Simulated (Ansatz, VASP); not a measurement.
**One calculation of Sn, two programs**

INCAR

```
SYSTEM = Sn
  ALGO = Normal
  EDIFF = 1E-6
  ENCUT = 520
  GGA = PE
  ISIF = 2
  ISMEAR = 0
  LASPH = .TRUE.
  LCHARG = .FALSE.
  LREAL = .FALSE.
  LWAVE = .FALSE.
  NBANDS = 21
  NELM = 60
  PREC = Accurate
  SIGMA = 0.020999999999999998
```

The input KPOINTS:

```
k-points
0
G
  9 9 9
  0 0 0
```

The input POSCAR:

```
Sn
1.0
   -2.9401404553      2.9401404553      1.5993019889
    2.9401404553     -2.9401404553      1.5993019889
    2.9401404553      2.9401404553     -1.5993019889
Sn
2
Direct
    0.0000000000      0.0000000000      0.0000000000
    0.7500000000      0.2500000000      0.5000000000
```

Contents of input.yaml:

```yaml
crystal:
  lattice:
    - [-2.9401404553, 2.9401404553, 1.5993019889]
    - [2.9401404553, -2.9401404553, 1.5993019889]
    - [2.9401404553, 2.9401404553, -1.5993019889]
  atoms:
    - { symbol: Sn, position: [0.0, 0.0, 0.0] }
    - { symbol: Sn, position: [0.75, 0.25, 0.5] }
kpoints:
  mp_grid: { grid: [9, 9, 9] }
scf:
  occupations: { method: gaussian, width: 0.021 }
hamiltonian:
  xc: pbe
  pseudopotentials: { kind: all_electron, lapw: { basis_error: 0.001 } }
output:
  forces: true
  stress: true
  eigenvalues: true
```

Alike in both runs: task single point; functional PBE; k mesh 9 × 9 × 9; occupations gaussian, width 0.021 eV; no spin polarisation.

|  | VASP | Ansatz |
| --- | --- | --- |
| version | VASP 6.6.1 | Ansatz 0.2.0 |
| potentials or method | VASP PAW PBE potentials, release 64 (Sn_d), cutoff 520 eV | all-electron LAPW, scalar-relativistic |

VASP gave:

| Item | Value |
| --- | --- |
| gap on the k mesh at the Fermi level (eV) | none |
| pressure (GPa) | 1.4 |
| traceless stress, the component that is largest in VASP (GPa) | -0.21 |

Question: Which values does Ansatz return?

Answer: gap on the k mesh at the Fermi level (eV): none; pressure (GPa): 1.4; traceless stress, the component that is largest in VASP (GPa): -0.22.

A gap of «none» marks a metal or a gap that the smearing closes. Ansatz ran all-electron here, and VASP with PAW potentials.
